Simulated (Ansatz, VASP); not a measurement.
**Sb: VASP beside Ansatz**

The input INCAR:

```
SYSTEM = Sb
PREC = Accurate ; ENCUT = 520
EDIFF = 1E-8 ; ISMEAR = -1
SIGMA = 0.05 ; LREAL = .False.
LASPH = .True. ; NELM = 80
ALGO = Normal ; ISIF = 2
LWAVE = .False. ; LCHARG = .False.
GGA = PE ; LEFG = .True.
NBANDS = 8
```

KPOINTS

```
regular mesh
0
Gamma
  19 19 19
  0 0 0
```

The input POSCAR:

```
Sb
1.0
   -1.5050000000      1.5050000000      2.5048000000
    1.5050000000     -1.5050000000      2.5048000000
    1.5050000000      1.5050000000     -2.5048000000
Sb
1
Direct
    0.0000000000      0.0000000000      0.0000000000
```

Input for Ansatz:

```yaml
crystal:
  lattice:
    - [-1.505, 1.505, 2.5048]
    - [1.505, -1.505, 2.5048]
    - [1.505, 1.505, -2.5048]
  atoms:
    - { symbol: Sb, position: [0.0, 0.0, 0.0] }
kpoints:
  mp_grid: { grid: [19, 19, 19] }
scf:
  occupations: { method: fermi_dirac, width: 0.05 }
hamiltonian:
  xc: pbe
  pseudopotentials: { kind: paw }
output:
  forces: true
  stress: true
  eigenvalues: true
  efg: { contact_densities: true }
```

Change from the starting cell: zz strain of +1 %, PAW files.

Alike in both runs: task electric field gradients; functional PBE; k mesh 19 × 19 × 19; occupations fermi-dirac, width 0.05 eV; no spin polarisation.

|  | VASP | Ansatz |
| --- | --- | --- |
| version | VASP 6.6.1 | Ansatz 0.2.0 |
| potentials or method | VASP PAW PBE potentials, release 64 (Sb) | PAW with Ansatz's default frozen-core files, scalar-relativistic |
| plane-wave cutoff (eV) | 520 | 420 |
| valence electrons in the cell | 5 | 15 |

Ansatz gave:

- pressure (GPa): 18.0
- traceless stress, the component that is largest in VASP (GPa): -1.56
- size of Vzz on the site where it differs most (V/Å²): 40.3

Problem. What did VASP give for the same quantities?

Solution. Pressure (GPa): 18.0; traceless stress, the component that is largest in VASP (GPa): -1.66; size of Vzz on the site where it differs most (V/Å²): 41.1.

VASP's potentials hold 5 valence electrons a cell and Ansatz's 15, so a difference there can come from the potentials and not from the codes.

Spin-orbit coupling is off throughout.
